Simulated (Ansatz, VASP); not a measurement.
**One calculation of ScTaN, two programs**

```xyz
6
Lattice="3.0851 0.0000 0.0000 -1.5425 2.6717 0.0000 0.0000 0.0000 10.3401" Properties=species:S:1:pos:R:3 pbc="T T T"
Ta    0.0000    1.7812    2.5399
Ta    1.5425    0.8906    7.8003
Sc    0.0000    0.0000    0.0000
Sc    0.0000    0.0000    5.1701
N     0.0000    1.7812    6.5126
N     1.5425    0.8906    3.8275
```

Alike in both runs: functional PBE; k mesh 10 × 10 × 3; occupations fermi-dirac, width 0.05 eV; no spin polarisation.

|  | VASP | Ansatz |
| --- | --- | --- |
| version | VASP 6.6.1 | Ansatz 0.2.0 |
| potentials or method | VASP PAW PBE potentials, release 64 (Ta_pv, Sc_sv, N) | Ansatz PAW |
| plane-wave cutoff (eV) | 520 | 420 |
| valence electrons in the cell | 54 | 58 |
| task | single point | band structure |

```tsv
	VASP	Ansatz	Ansatz less VASP
gap on the k mesh at the Fermi level (eV)	none	none	-
pressure (GPa)	0.0	-0.5	-0.47
traceless stress, the component that is largest in VASP (GPa)	-0.29	-0.32	-0.022
rms of the force components (eV/Å)	0.003	0.012	+0.0080
```

Atom by atom the forces differ by 0.014 eV/Å (rms over components). A gap of «none» marks a metal or a gap that the smearing closes. VASP's potentials hold 54 valence electrons a cell and Ansatz's 58, so a difference there can come from the potentials and not from the codes.

Spin-orbit coupling is off throughout.
